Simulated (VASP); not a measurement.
A run of VASP 6.6.1:

File INCAR:

```
SYSTEM = PbSe
PREC = Accurate
ENCUT = 520
EDIFF = 1E-6
ISMEAR = 0
SIGMA = 0.05
LREAL = .False.
LASPH = .True.
NELM = 60
ALGO = Normal
ISIF = 2
LWAVE = .False.
LCHARG = .True.
GGA = PS
LELF = .True.
LVHAR = .True.
NBANDS = 28
```

File KPOINTS:

```
Automatic mesh
0
Gamma
  8 8 6
  0 0 0
```

POSCAR

```
PbSe
1.0
    4.2709919997      0.0000000000      0.0000000000
   -2.1354959999      3.6987875711      0.0000000000
    0.0000000000      0.0000000000      7.6440140151
Pb Se
2 2
Direct
    0.3333333333      0.6666666667      0.2500000000
    0.6666666667      0.3333333333      0.7500000000
    0.0000000000      0.0000000000      0.0000000000
    0.0000000000      0.0000000000      0.5000000000
```

Potentials or basis: VASP PAW PBE potentials, release 64 (Pb_d, Se).

The run is started by

```console
$ cat potpaw_PBE.64/Pb_d/POTCAR potpaw_PBE.64/Se/POTCAR > POTCAR
$ mpirun -np 1 vasp_std > vasp.out
```

Hardware: 1 thread of Intel Xeon 8259CL (shared host).

Problem. Estimate the wall time of this run.

Solution. Wall time 2.1 min on 1 thread of Intel Xeon 8259CL, on a shared host, peak memory 0.31 GiB. Counts: scf iterations 13, k points 40.
